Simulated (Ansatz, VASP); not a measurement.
**AlN: VASP beside Ansatz**

File POSCAR:

```
AlN
1.0
   -3.1066653375      0.0000000000      0.0000000000
   -1.5533326688     -2.6904511034      0.0000000000
    0.0000000000      0.0000000000      9.6568096770
Al N
4 4
Direct
    0.3333333333      0.3333333333      0.6749322496
    0.3333333333      0.3333333333      0.1593991693
    0.6666666667      0.6666666667      0.9326987897
    0.6666666667      0.6666666667      0.4171657094
    0.3333333333      0.3333333333      0.8716669913
    0.3333333333      0.3333333333      0.3561339110
    0.6666666667      0.6666666667      0.0983673709
    0.6666666667      0.6666666667      0.6139004512
```

Contents of INCAR.step1:

```
SYSTEM = AlN
ALGO     = Normal         ! electronic algorithm
EDIFF    = 1E-4           ! SCF threshold, eV
ENCUT    = 520            ! plane-wave cutoff, eV
GGA      = PE             ! functional
ISMEAR   = 0              ! smearing method
LASPH    = .True.         ! aspherical terms in the spheres
LCHARG   = .False.        ! write CHGCAR
LREAL    = .False.        ! projectors in reciprocal space
LWAVE    = .True.         ! write WAVECAR
NBANDS   = 26             ! bands
NELM     = 80             ! most SCF steps
PREC     = Accurate       ! precision mode
SIGMA    = 0.05           ! smearing width, eV
```

The input INCAR.step2:

```
SYSTEM = AlN
ALGO     = Normal         ! electronic algorithm
EDIFF    = 1E-6           ! SCF threshold, eV
ENCUT    = 520            ! plane-wave cutoff, eV
ISIF     = 2              ! what is computed and relaxed
ISMEAR   = 0              ! smearing method
ISTART   = 1            
LASPH    = .True.         ! aspherical terms in the spheres
LCHARG   = .False.        ! write CHGCAR
LMIXTAU  = .True.       
LREAL    = .False.        ! projectors in reciprocal space
LWAVE    = .False.        ! write WAVECAR
METAGGA  = R2SCAN         ! meta-GGA
NBANDS   = 26             ! bands
NELM     = 80             ! most SCF steps
PREC     = Accurate       ! precision mode
SIGMA    = 0.05           ! smearing width, eV
```

File KPOINTS:

```
k-points
0
Gamma
  8 8 3
  0 0 0
```

Input for Ansatz:

```yaml
crystal:
  lattice:
    - [-3.1066653375, 0.0, 0.0]
    - [-1.5533326688, -2.6904511034, 0.0]
    - [0.0, 0.0, 9.656809677]
  atoms:
    - { symbol: Al, position: [0.3333333333, 0.3333333333, 0.6749322496] }
    - { symbol: Al, position: [0.3333333333, 0.3333333333, 0.1593991693] }
    - { symbol: Al, position: [0.6666666667, 0.6666666667, 0.9326987897] }
    - { symbol: Al, position: [0.6666666667, 0.6666666667, 0.4171657094] }
    - { symbol: "N", position: [0.3333333333, 0.3333333333, 0.8716669913] }
    - { symbol: "N", position: [0.3333333333, 0.3333333333, 0.356133911] }
    - { symbol: "N", position: [0.6666666667, 0.6666666667, 0.0983673709] }
    - { symbol: "N", position: [0.6666666667, 0.6666666667, 0.6139004512] }
basis:
  ecutwfc: 500
kpoints:
  mp_grid: { grid: [8, 8, 3] }
hamiltonian:
  xc: r2scan
scf:
  occupations: { method: gaussian, width: 0.05 }
output:
  forces: true
  stress: true
  eigenvalues: true
```

Alike in both runs: task single point; functional r2SCAN; k mesh 8 × 8 × 3; occupations gaussian, width 0.05 eV; no spin polarisation.

|  | VASP | Ansatz |
| --- | --- | --- |
| version | VASP 6.6.1 | Ansatz 0.2.0 |
| potentials or method | VASP PAW PBE potentials, release 64 (Al, N), cutoff 520 eV | scalar-relativistic, plane waves, PAW |
| valence electrons in the cell | 32 | 32 |

Ansatz gave:

```
gap on the k mesh at the Fermi level (eV)                     : 5.07
least direct gap on the mesh (eV)                             : 5.07
pressure (GPa)                                                : 10.7
traceless stress, the component that is largest in VASP (GPa) : 17.86
rms of the force components (eV/Å)                            : 2.428
```

Q: Estimate VASP's values.

A: gap on the k mesh at the Fermi level (eV): 5.11; least direct gap on the mesh (eV): 5.11; pressure (GPa): 10.5; traceless stress, the component that is largest in VASP (GPa): 18.20; rms of the force components (eV/Å): 2.462.

VASP's potentials were made for PBE, not for r2SCAN. Atom by atom the forces differ by 0.035 eV/Å (rms over components). With one functional, cell and mesh, what is left measures potentials, basis and numerics.
